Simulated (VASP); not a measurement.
# NaB (I4/mmm) in VASP: further runs, part 2 of 2

VASP 6.6.1. Earlier steps stand in the parts before.

### 3 Single point, PBEsol

Contents of INCAR:

```
PREC     = Accurate       # precision mode
ENCUT    = 520            # plane-wave cutoff, eV
EDIFF    = 1E-6           # SCF threshold, eV
ISMEAR   = 1              # smearing method
SIGMA    = 0.15           # smearing width, eV
LREAL    = False          # projectors in reciprocal space
LASPH    = True           # aspherical terms in the spheres
NELM     = 60             # most SCF steps
ALGO     = Normal         # electronic algorithm
ISIF     = 2              # what is computed and relaxed
LWAVE    = False          # write WAVECAR
LCHARG   = True           # write CHGCAR
GGA      = PS             # functional
LELF     = True           # ELF
LVHAR    = True         
NBANDS   = 12             # bands
```

Contents of KPOINTS:

```
Automatic mesh
0
Gamma
  18 18 18
```

Contents of POSCAR:

```
NaB
1.0
    0.0000000000      3.0126927531      2.1299737764
    3.0126927531      0.0000000000      2.1299737764
    3.0126927531      3.0126927531      0.0000000000
Na B
1 1
Direct
    0.0000000000      0.0000000000      0.0000000000
    0.5000000000      0.5000000000      0.5000000000
```

Potentials or basis: VASP PAW PBE potentials, release 64 (Na_pv, B).

On the command line:

```bash
> cat potpaw_PBE.64/Na_pv/POTCAR potpaw_PBE.64/B/POTCAR > POTCAR
> mpirun -np 1 vasp_std > vasp.out
```

OUTCAR:

```text
PREC = Accurate
   ENCUT = 520
   EDIFF = 1E-6
   ISMEAR = 1
   LREAL = False
   LASPH = True
   NELM = 60
   ISIF = 2
   GGA = PS

 ion  position               nearest neighbor table
   1  0.000  0.000  0.000-   2 2.13   2 2.13
   2  0.500  0.500  0.500-   1 2.13   1 2.13

  LATTYP: Found a body centered tetragonal cell.
 ALAT       =     4.2605909507
 C/A-ratio  =     0.9998489886

  Lattice vectors:

 A1 = (   0.0000000000,  -3.0126927531,  -2.1299737764)
[... 544 lines left out ...]
 [... further k-points ...]

------------------------ aborting loop because EDIFF is reached ----------------------------------------

  FORCE on cell =-STRESS in cart. coord.  units (eV):
  Direction    XX          YY          ZZ          XY          YZ          ZX
  --------------------------------------------------------------------------------------
  -------------------------------------------------------------------------------------
  Total       -1.6798134     -1.6798134      8.5512954      0.0000000      0.0000000     -0.0000000
  in kB      -69.6077647    -69.6077647    354.3468295      0.0000000      0.0000000     -0.0000000
  external PRESSURE =      71.7104333 kB  Pullay stress =       0.0000000 kB

 VOLUME and BASIS-vectors are now :
 -----------------------------------------------------------------------------
  energy-cutoff  :      520.00
  volume of cell :       38.66
      direct lattice vectors                 reciprocal lattice vectors
     0.000000000  3.012692753  2.129973776    -0.165964485  0.165964485  0.234744674
     3.012692753  0.000000000  2.129973776     0.165964485 -0.165964485  0.234744674
     3.012692753  3.012692753  0.000000000     0.165964485  0.165964485 -0.234744674

 POSITION                                       TOTAL-FORCE (eV/Angst)
 -----------------------------------------------------------------------------------
      0.00000      0.00000      0.00000        -0.000000      0.000000      0.000000
      3.01269      3.01269      2.12997         0.000000      0.000000      0.000000
 -----------------------------------------------------------------------------------
    total drift:                                0.000000      0.000000      0.000000

  FREE ENERGIE OF THE ION-ELECTRON SYSTEM (eV)
  ---------------------------------------------------
  free  energy   TOTEN  =        -3.5337717511 eV

  energy  without entropy=       -3.5332940226  energy(sigma->0) =       -3.53361251
```

stdout:

```text
POSCAR found type information on POSCAR NaB
 POSCAR found :  2 types and       2 ions
 scaLAPACK will be used
 -----------------------------------------------------------------------------
|                                                                             |
|                                                                             |
|     You enforced a specific xc type in the INCAR file but a different       |
|     I HOPE YOU KNOW WHAT YOU ARE DOING!                                     |
|                                                                             |
 -----------------------------------------------------------------------------

 LDA part: xc-table for (Slater+PW92), standard interpolation
 POSCAR, INCAR and KPOINTS ok, starting setup
 FFT: planning ... GRIDC
 FFT: planning ... GRID_SOFT
 FFT: planning ... GRID
 WAVECAR not read
 entering main loop
```

Wall time 2.8 min (1 thread of Intel Xeon Platinum 8375C at 2.90GHz (Ice Lake), shared host); peak memory 0.32 GiB.

What came out:

| Quantity | Value |
| --- | --- |
| Free energy | -3.5338 eV |
| Pressure | 7.2 GPa |
| Band gap on the k mesh | zero (band 5 reaches 2.94 eV, above the bottom of band 6 at -0.05 eV) |

Stress tensor (GPa, compression positive):
```
-6.96  0.00  0.00
 0.00 -6.96  0.00
 0.00  0.00 35.43
```

Caveat: the PAW data sets were made with another functional, which shifts forces and pressure a little.

### 4 Single point, PBEsol

This run uses another cell than the first one, of the same volume but with other edges.

Contents of INCAR:

```
PREC     = Accurate       # precision mode
ENCUT    = 520            # plane-wave cutoff, eV
EDIFF    = 1E-6           # SCF threshold, eV
ISMEAR   = 0              # smearing method
SIGMA    = 0.15           # smearing width, eV
LREAL    = F              # projectors in reciprocal space
LASPH    = T              # aspherical terms in the spheres
NELM     = 80             # most SCF steps
ALGO     = Normal         # electronic algorithm
ISIF     = 2              # what is computed and relaxed
LWAVE    = F              # write WAVECAR
LCHARG   = T              # write CHGCAR
GGA      = PS             # functional
LELF     = T              # ELF
LVHAR    = T            
NBANDS   = 12             # bands
```

Contents of KPOINTS:

```
regular mesh
0
Gamma
  18 18 18
```

Contents of POSCAR:

```
NaB
1.0
    0.0000000000      2.3911758228      3.3811226134
    2.3911758228      0.0000000000      3.3811226134
    2.3911758228      2.3911758228      0.0000000000
Na B
1 1
Direct
    0.0000000000      0.0000000000      0.0000000000
    0.5000000000      0.5000000000      0.5000000000
```

On the command line:

```bash
> cat potpaw_PBE.64/Na_pv/POTCAR potpaw_PBE.64/B/POTCAR > POTCAR
> mpirun -np 1 vasp_std > vasp.out
```

It took 2.5 min on 1 thread of Intel Xeon Platinum 8375C at 2.90GHz (Ice Lake), shared host; peak memory 0.33 GiB.

The run converged. Its results:

* Free energy: -4.0214 eV
* Pressure: 5.4 GPa
* Band gap on the k mesh: zero (band 5 reaches 2.48 eV, above the bottom of band 6 at -0.23 eV)

Stress tensor (GPa, compression positive):
```
11.51  0.00  0.00
 0.00 11.51  0.00
 0.00  0.00 -6.71
```

Levels at points of the mesh, in eV from the Fermi level:
```
           k point  band 2  band 3  band 4  band 5  band 6  band 7  band 8  band 9
(0.00, 0.00, 0.00)  -22.82  -22.80   -7.17    1.84    2.61    2.61    5.77    9.25
(0.50, 0.00, 0.00)  -22.81  -22.80   -5.12   -1.89    1.01    2.45    5.80   10.09
(0.50, 0.50, 0.00)  -22.83  -22.82   -5.94   -1.94    2.15    2.15    7.56    9.16
(0.50, 0.00, 0.50)  -22.89  -22.80   -4.19   -0.97   -0.01    1.49    6.01    6.92
```

Caveat: the PAW data sets were made with another functional, which shifts forces and pressure a little.

### 5 Single point, PBEsol

This run uses another cell than the first one, of the same volume but with other edges.

Contents of INCAR:

```
SYSTEM = NaB
PREC = Accurate ; ENCUT = 520
EDIFF = 1E-6 ; ISMEAR = 0
SIGMA = 0.15 ; LREAL = .FALSE.
LASPH = .TRUE. ; NELM = 60
ALGO = Normal ; ISIF = 2
LWAVE = .FALSE. ; LCHARG = .TRUE.
GGA = PS ; LELF = .TRUE.
LVHAR = .TRUE. ; NBANDS = 12
```

Contents of KPOINTS:

```
Automatic mesh
0
G
  18 18 18
  0 0 0
```

Contents of POSCAR:

```
NaB
1.0
    0.0000000000      2.8332724509      2.4082815832
    2.8332724509      0.0000000000      2.4082815832
    2.8332724509      2.8332724509      0.0000000000
Na B
1 1
Direct
    0.0000000000      0.0000000000      0.0000000000
    0.5000000000      0.5000000000      0.5000000000
```

On the command line:

```bash
> cat potpaw_PBE.64/Na_pv/POTCAR potpaw_PBE.64/B/POTCAR > POTCAR
> mpirun -np 1 vasp_std > vasp.out
```

Run time: 2.3 min. Hardware: 1 thread of Intel Xeon Platinum 8375C at 2.90GHz (Ice Lake), shared host; peak memory 0.31 GiB.

It converged, with:

```
Free energy            : -4.3886 eV
Pressure               : 0.8 GPa
Band gap on the k mesh : zero (band 5 reaches 2.98 eV, above the bottom of band 6 at -0.07 eV)
```

Stress tensor (GPa, compression positive):
```
-4.48  0.00  0.00
 0.00 -4.48  0.00
 0.00  0.00 11.49
```

Levels at points of the mesh, in eV from the Fermi level:
```
           k point  band 2  band 3  band 4  band 5  band 6  band 7  band 8  band 9
(0.00, 0.00, 0.00)  -22.89  -22.89   -7.16    2.28    2.46    2.46    7.13    9.98
(0.50, 0.00, 0.00)  -22.91  -22.90   -5.19   -1.93    1.51    1.95    6.70    9.27
(0.50, 0.50, 0.00)  -22.91  -22.91   -4.34   -0.94    0.50    0.50    5.33    6.60
(0.50, 0.00, 0.50)  -22.93  -22.90   -4.97   -1.66    0.99    1.62    6.47    7.20
```

Caveat: the PAW data sets were made with another functional, which shifts forces and pressure a little.

### 6 Summary

```csv
cell,smearing,gap on the mesh (eV),pressure (GPa)
"a = 3.690, b = 3.690, c = 4.261 Å, angles 54.7, 54.7, 70.5°, 2 atoms",gaussian 0.15 eV,none,7.2
"a = 3.690, b = 3.690, c = 4.261 Å, angles 54.7, 54.7, 70.5°, 2 atoms",methfessel-paxton 0.15 eV,none,7.2
"a = 4.141, b = 4.141, c = 3.382 Å, angles 65.9, 65.9, 48.2°, 2 atoms",gaussian 0.15 eV,none,5.4
"a = 3.719, b = 3.719, c = 4.007 Å, angles 57.4, 57.4, 65.2°, 2 atoms",gaussian 0.15 eV,none,0.8
```

Alike in all rows: task single point; level PBEsol; potentials or basis VASP PAW PBE potentials, release 64 (Na_pv, B); no spin polarisation; k mesh 18 × 18 × 18; cutoff (eV) 520.

Caveats: the PAW data sets were made with another functional, which shifts forces and pressure a little.

Absolute energies hang on the potentials; compare differences alone.
